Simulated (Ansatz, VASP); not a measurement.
One calculation of BaTiO3, two programs

INCAR

```
SYSTEM = BaTiO3
ALGO = Normal ; EDIFF = 1E-7
ENCUT = 520 ; GGA = PE
ISIF = 2 ; ISMEAR = -1
LASPH = .TRUE. ; LCHARG = .FALSE.
LREAL = .FALSE. ; LWAVE = .FALSE.
NBANDS = 28 ; NELM = 60
PREC = Accurate ; SIGMA = 0.05
```

File KPOINTS:

```
k-points
0
G
  8 8 8
  0 0 0
```

Contents of POSCAR:

```
BaTiO3
1.0
    4.0637820000      0.0000000000      0.0000000000
    0.0000000000      2.8937910000      2.8458000000
    0.0000000000     -2.8937910000      2.8458000000
Ba Ti O
1 1 3
Direct
    0.0000000000      0.0000000000      0.0000000000
    0.5000000000      0.5079000000      0.5079000000
    0.0000000000      0.4921000000      0.4921000000
    0.5000000000      0.5025100000      0.9937100000
    0.5000000000      0.9937100000      0.5025100000
```

Input for Ansatz:

```yaml
crystal:
  lattice:
    - [4.063782, 0.0, 0.0]
    - [0.0, 2.893791, 2.8458]
    - [0.0, -2.893791, 2.8458]
  atoms:
    - { symbol: Ba, position: [0.0, 0.0, 0.0] }
    - { symbol: Ti, position: [0.5, 0.5079, 0.5079] }
    - { symbol: O, position: [0.0, 0.4921, 0.4921] }
    - { symbol: O, position: [0.5, 0.50251, 0.99371] }
    - { symbol: O, position: [0.5, 0.99371, 0.50251] }
kpoints:
  mp_grid: { grid: [8, 8, 8] }
  band_path:
    path:
      - [0.0, 0.0, 0.0]
      - [0.0, 0.5, -0.5]
      - [0.0, 0.5082233056, -0.4917766944]
      - [0.0, 0.4917766944, 0.4917766944]
      - [0.0, 0.0, 0.0]
      - [0.5, 0.0, 0.0]
      - [0.5, 0.4917766944, 0.4917766944]
      - [0.5, 0.5082233056, -0.4917766944]
      - [0.5, 0.5, -0.5]
    npoints: 5
scf:
  occupations: { method: fermi_dirac, width: 0.05 }
hamiltonian:
  xc: pbe
  pseudopotentials: { kind: all_electron, lapw: { basis_error: 0.001 } }
output:
  forces: true
  stress: true
  eigenvalues: true
```

Change from the starting cell: equal xx and yy strain of +2 %.

Alike in both runs: task single point; functional PBE; k mesh 8 × 8 × 8; occupations fermi-dirac, width 0.05 eV; no spin polarisation.

|  | VASP | Ansatz |
| --- | --- | --- |
| version | VASP 6.6.1 | Ansatz 0.2.0 |
| potentials or method | VASP PAW PBE potentials, release 64 (Ba_sv, Ti_sv, O), cutoff 520 eV | all-electron LAPW, scalar-relativistic |

```tsv
	VASP	Ansatz	Ansatz less VASP
pressure (GPa)	-2.7	-4.2	-1.52
traceless stress, the component that is largest in VASP (GPa)	2.18	2.12	-0.068
rms of the force components (eV/Å)	0.121	0.128	+0.0063
```

Atom by atom the forces differ by 0.009 eV/Å (rms over components). Ansatz ran all-electron here, and VASP with PAW potentials.

Spin-orbit coupling is off throughout.
